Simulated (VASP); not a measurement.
Wanted: the native input for a VASP 6.6.1 run.

| Quantity | Value |
| --- | --- |
| Task | single point |
| Functional | PBEsol |
| Potentials or basis | VASP PAW PBE potentials, release 64 (Si) |
| Cutoff | 520 eV |
| k mesh | 2 × 2 × 2 |
| Occupations | fermi-dirac, width 0.05 eV |
| Spin | no spin polarisation |
| Dipole correction | no |
| Further INCAR settings | LREAL = Auto; ALGO = Normal; EDIFF = 1e-06; NBANDS = 48 |

The structure of Si (a cell with a defect) lies in POSCAR:

```
Si
1.0
    0.0000000000      5.4300000000      5.4300000000
    5.4300000000      0.0000000000      5.4300000000
    5.4300000000      5.4300000000      0.0000000000
Si
17
Direct
    0.0012449355      0.0007167587     -0.0073169429
    0.1320884899      0.1315770718      0.1044798343
    0.0076479742      0.0071337937      0.4778043278
    0.1216722836      0.1211546041      0.6207525783
    0.0012376611      0.5050778085     -0.0073126151
    0.1146842541      0.6287032228      0.1276304788
   -0.0205406998      0.5070939227      0.5060895028
    0.1216684162      0.6361422652      0.6207568140
    0.5055888582      0.0007218232     -0.0073203499
    0.6292307551      0.1141581952      0.1276143646
    0.5076162983     -0.0210881215      0.5060776243
    0.6366532228      0.1211576427      0.6207497238
    0.4880957643      0.4875694291      0.0364788214
    0.6292222836      0.6287093923      0.1276235727
    0.5075951197      0.5071096685      0.5060842541
    0.6116965009      0.6111480663      0.6657077348
    0.3580788214      0.3575057090      0.4265961326
```

One way to write it, as run:

INCAR

```
SYSTEM = Si
PREC = Accurate ; ENCUT = 520
EDIFF = 1E-6 ; ISMEAR = -1
SIGMA = 0.05 ; LREAL = Auto
LASPH = .TRUE. ; NELM = 100
ALGO = Normal ; ISIF = 2
LWAVE = .FALSE. ; LCHARG = .FALSE.
GGA = PS ; NBANDS = 48
```

KPOINTS

```
Automatic mesh
0
G
  2 2 2
  0 0 0
```

Potentials or basis: VASP PAW PBE potentials, release 64 (Si).

Run with:

```console
$ cat potpaw_PBE.64/Si/POTCAR > POTCAR
$ mpirun -np 1 vasp_std > vasp.out
```

Results of the run:

| Property | Result |
| --- | --- |
| Pressure | 3.2 GPa |
| Largest force | 0.259 eV/Å |
| Band gap on the k mesh | zero (bands 34 and 35 overlap by 0.14 eV) |

Caveat: the k points lie up to 0.50 Å⁻¹ apart; the PAW data sets were made with another functional, which shifts forces and pressure a little.

Wall time 3.4 min on 1 thread of AMD EPYC 7R43 64-Core Processor (Zen 3) (shared host), peak memory 0.42 GiB.
